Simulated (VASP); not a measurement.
# ScAl3 in VASP: notebook, part 2 of 2

VASP 6.6.1.

## (4) Relaxation of cell and atoms, PBE

Contents of INCAR:

```
PREC = Accurate
ENCUT = 600
EDIFF = 1E-6
ISMEAR = 0
SIGMA = 0.1
LREAL = F
LASPH = T
NELM = 80
ALGO = Fast
ISIF = 3
LWAVE = F
LCHARG = F
GGA = PE
IBRION = 2
NSW = 90
EDIFFG = -0.04
```

Contents of KPOINTS:

```
Automatic mesh
0
Gamma
  4 4 6
```

Contents of POSCAR:

```
ScAl3
1.0
    2.8289200400     -4.0844205100      0.0000000000
    2.8289200400      4.0844205100      0.0000000000
   -0.1196417200      0.0000000000      2.8263889400
Sc Al
1 3
Direct
    0.5000000000      0.5000000000      0.0000000000
    0.0000000000      0.0000000000      0.0000000000
    0.5000000000      0.0000000000      0.5000000000
    0.0000000000      0.5000000000      0.5000000000
```

Started as:

```sh
$ cat potpaw_PBE.64/Sc_sv/POTCAR potpaw_PBE.64/Al/POTCAR > POTCAR
$ mpirun -np 1 vasp_std > vasp.out
```

Wall time 2.7 min (1 thread of AMD EPYC 9R45 (Zen 5), shared host); peak memory 0.18 GiB.

The run converged. Its results:

| Item | Value |
| --- | --- |
| Free energy | -18.5942 eV |
| Relaxed volume | 18.07 Å³/atom |
| Relaxed cell | a = 5.133 Å, b = 5.133 Å, c = 2.968 Å, α = 90.08°, β = 90.08°, γ = 112.43° |
| Space group after relaxing (to 0.05 Å) | Cmmm (No. 65) |
| Energy gained by relaxing | 60.9 meV/atom |
| Ionic steps | 7 |
| Pressure after relaxing | 0.0 GPa |
| Band gap on the k mesh | zero (band 10 reaches 7.41 eV, above the bottom of band 11 at 5.34 eV) |

Stress tensor (GPa, compression positive):
```
0.14 0.00 0.12
0.00 0.00 0.00
0.12 0.00 0.00
```

Step by step:
```tsv
step	energy change (eV)	largest force (eV/Å)	pressure (GPa)	volume (Å³)
1	0.0000	0.0000	9.62	65.32
2	-0.2147	0.0000	-2.68	74.99
3	-0.2320	0.0000	-0.44	72.69
4	-0.2319	0.0000	-0.61	72.85
5	-0.2421	0.0000	-0.24	72.53
6	-0.2427	0.0000	-0.11	72.42
7	-0.2437	0.0000	0.05	72.27
```

Final structure:
```
Sc Al
1.0
     2.85389   -4.26596    0.05535
     2.85389    4.26596    0.05535
    -0.06469    0.00000    2.96687
Sc Al
1 3
Direct
  0.50000 0.50000 0.00000
  0.00000 0.00000 0.00000
  0.50000 0.00000 0.50000
  0.00000 0.50000 0.50000
```

Levels at points of the mesh, in eV from the Fermi level:
| k point | band 6 | band 7 | band 8 | band 9 | band 10 | band 11 | band 12 | band 13 | band 14 |
| --- | --- | --- | --- | --- | --- | --- | --- | --- | --- |
| (0.00, 0.00, 0.00) | -4.48 | -3.89 | -3.40 | -2.77 | -1.56 | -0.86 | 1.90 | 3.01 | 3.14 |
| (0.50, 0.00, 0.00) | -7.73 | -4.01 | -3.88 | -1.11 | 0.25 | 1.00 | 1.59 | 2.83 | 3.06 |
| (0.50, 0.50, 0.00) | -7.72 | -5.24 | -4.29 | -0.59 | 0.21 | 2.22 | 2.57 | 2.77 | 3.04 |
| (0.00, 0.00, 0.50) | -5.58 | -1.97 | -1.44 | -1.41 | 0.04 | 0.05 | 0.55 | 0.64 | 0.73 |
| (0.50, 0.00, 0.50) | -4.29 | -3.71 | -3.63 | -2.22 | -0.47 | 0.28 | 0.34 | 1.10 | 1.40 |
| (0.50, 0.50, 0.50) | -3.77 | -3.70 | -3.66 | -2.44 | -1.50 | -0.93 | 0.44 | 1.27 | 1.68 |

Caveat: the k points lie up to 0.35 Å⁻¹ apart in the final cell.

## (5) Single point, PBE, collinear spin, ferromagnetic start

This run uses another cell than the first one, of 18.05 Å³/atom, 1.106 times its volume.

Contents of INCAR:

```
PREC     = Accurate       # precision mode
ENCUT    = 520            # plane-wave cutoff, eV
EDIFF    = 1E-6           # SCF threshold, eV
ISMEAR   = 0              # smearing method
SIGMA    = 0.1            # smearing width, eV
LREAL    = False          # projectors in reciprocal space
LASPH    = True           # aspherical terms in the spheres
NELM     = 150            # most SCF steps
ALGO     = Normal         # electronic algorithm
ISIF     = 2              # what is computed and relaxed
LWAVE    = False          # write WAVECAR
LCHARG   = False          # write CHGCAR
ISPIN    = 2              # spin polarisation
MAGMOM   = 1 0 0 0        # initial moments
LORBIT   = 11             # projections on sites
LMAXMIX  = 4              # l up to which the mixer works
GGA      = PE             # functional
NBANDS   = 22             # bands
```

KPOINTS is that of step 4.

Contents of POSCAR:

```
ScAl3
1.0
    2.8576025348     -4.2647013943      0.0000000000
    2.8576025348      4.2647013943      0.0000000000
    0.0000000000      0.0000000000      2.9628911271
Sc Al
1 3
Direct
    0.5000000000      0.5000000000      0.0000000000
    0.0000000000      0.0000000000      0.0000000000
    0.5000000000      0.0000000000      0.5000000000
    0.0000000000      0.5000000000      0.5000000000
```

Potentials or basis: VASP PAW PBE potentials, release 64 (Sc_sv, Al).

Started as:

```sh
$ cat potpaw_PBE.64/Sc_sv/POTCAR potpaw_PBE.64/Al/POTCAR > POTCAR
$ mpirun -np 1 vasp_std > vasp.out
```

OUTCAR:

```text
PREC = Accurate
   ENCUT = 520
   EDIFF = 1E-6
   ISMEAR = 0
   LREAL = False
   LASPH = True
   NELM = 150
   ISIF = 2
   ISPIN = 2
   LORBIT = 11
   GGA = PE

 ion  position               nearest neighbor table
   1  0.500  0.500  0.000-   2 2.86   2 2.86   4 2.96   3 2.96   4 2.96   3 2.96   3 2.96   4 2.96
                             4 2.96   3 2.96
   2  0.000  0.000  0.000-   1 2.86   1 2.86   4 2.96   3 2.96   4 2.96   4 2.96   4 2.96   3 2.96
                             3 2.96   3 2.96
   3  0.500  0.000  0.500-   4 2.86   4 2.86   1 2.96   1 2.96   2 2.96   1 2.96   1 2.96   2 2.96
[... 1438 lines left out ...]
     2.857602535 -4.264701394  0.000000000     0.174971849 -0.117241503  0.000000000
     2.857602535  4.264701394  0.000000000     0.174971849  0.117241503  0.000000000
     0.000000000  0.000000000  2.962891127     0.000000000  0.000000000  0.337508183

 POSITION                                       TOTAL-FORCE (eV/Angst)
 -----------------------------------------------------------------------------------
      2.85760      0.00000      0.00000        -0.000000     -0.000000      0.000000
      0.00000      0.00000      0.00000         0.000000      0.000000      0.000000
      1.42880     -2.13235      1.48145        -0.000000      0.000000      0.000000
      1.42880      2.13235      1.48145         0.000000      0.000000      0.000000
 -----------------------------------------------------------------------------------
    total drift:                               -0.000000     -0.000000     -0.000000

  FREE ENERGIE OF THE ION-ELECTRON SYSTEM (eV)
  ---------------------------------------------------
  free  energy   TOTEN  =       -18.5945021208 eV

  energy  without entropy=      -18.5864272131  energy(sigma->0) =      -18.59046467

 total charge

# of ion       s       p       d       tot
------------------------------------------
    1        2.223   6.145   1.203   9.571
    2        0.446   0.320   0.000   0.766
    3        0.425   0.358   0.000   0.783
    4        0.425   0.358   0.000   0.783
--------------------------------------------------
tot          3.520   7.180   1.203  11.903

 magnetization (x)

# of ion       s       p       d       tot
------------------------------------------
    1        0.004   0.005   0.077   0.087
    2       -0.000  -0.000   0.000  -0.000
    3       -0.001   0.001   0.000   0.000
    4       -0.001   0.001   0.000   0.000
--------------------------------------------------
tot          0.003   0.007   0.077   0.087
```

OSZICAR:

```text
N       E                     dE             d eps       ncg     rms          rms(c)
DAV:   1     0.133177539648E+03    0.13318E+03   -0.84896E+03  2584   0.773E+02
DAV:   2    -0.144103632566E+02   -0.14759E+03   -0.14314E+03  2476   0.252E+02
DAV:   3    -0.192393901170E+02   -0.48290E+01   -0.47178E+01  3618   0.497E+01
DAV:   4    -0.193666760625E+02   -0.12729E+00   -0.12700E+00  3456   0.727E+00
DAV:   5    -0.193729333109E+02   -0.62572E-02   -0.62569E-02  3354   0.155E+00    0.913E+00
DAV:   6    -0.187077047712E+02    0.66523E+00   -0.30884E+00  3494   0.158E+01    0.347E+00
DAV:   7    -0.186359314604E+02    0.71773E-01   -0.45610E-01  3750   0.448E+00    0.215E+00
DAV:   8    -0.185965283730E+02    0.39403E-01   -0.91385E-02  3832   0.278E+00    0.934E-01
DAV:   9    -0.185951988690E+02    0.13295E-02   -0.49421E-03  3364   0.494E-01    0.248E-01
DAV:  10    -0.185945712545E+02    0.62761E-03   -0.28934E-03  3642   0.494E-01    0.123E-01
DAV:  11    -0.185945003265E+02    0.70928E-04   -0.78039E-04  3820   0.217E-01    0.620E-02
DAV:  12    -0.185944982840E+02    0.20425E-05   -0.37692E-05  3742   0.449E-02    0.361E-02
DAV:  13    -0.185945003890E+02   -0.21050E-05   -0.14070E-05  3476   0.232E-02    0.107E-02
DAV:  14    -0.185945014573E+02   -0.10683E-05   -0.43579E-06  2704   0.847E-03    0.493E-03
DAV:  15    -0.185945021208E+02   -0.66342E-06   -0.13319E-06  2034   0.562E-03
   1 F= -.18594502E+02 E0= -.18590465E+02  d E =-.807491E-02  mag=     0.1342
```

Wall time 85 s (1 thread of AMD EPYC 9R45 (Zen 5), shared host); peak memory 0.22 GiB.

What came out:

```
Free energy                                           : -18.5945 eV
Pressure                                              : 0.1 GPa
Net moment                                            : 0.14 μB per cell
Site moments                                          : Sc +0.09; Al -0.00, +0.00 μB
Valence electrons inside the program's atomic spheres : Sc 9.57; Al 0.77, 0.78
```

Stress tensor (GPa, compression positive):
```
-0.08  0.00  0.00
 0.00  0.13  0.00
 0.00  0.00  0.14
```

## (6) Overview

| task | spin | cell | cutoff (eV) | gap on the mesh (eV) | pressure (GPa) |
| --- | --- | --- | --- | --- | --- |
| single point | off | a = 4.968, b = 4.968, c = 2.829 Å, angles 91.4, 91.4, 110.6°, 4 atoms | 520 | none | 9.6 |
| single point | off | a = 5.134, b = 5.134, c = 2.963 Å, angles 90.1, 90.1, 112.4°, 4 atoms | 520 | none | 0.1 |
| relaxation of cell and atoms | off | relaxed from a = 4.968, b = 4.968, c = 2.829 Å, angles 91.4, 91.4, 110.6°, 4 atoms | 600 | none | 0.0 |
| single point | collinear, ferromagnetic start | a = 5.134, b = 5.134, c = 2.963 Å, angles 90.0, 90.0, 112.4°, 4 atoms | 520 | none | 0.1 |

Alike in all rows: level PBE; potentials or basis VASP PAW PBE potentials, release 64 (Sc_sv, Al); k mesh 4 × 4 × 6; smearing gaussian 0.1 eV.

Caveats: some runs use coarse meshes.

Absolute energies hang on the potentials; compare differences alone.
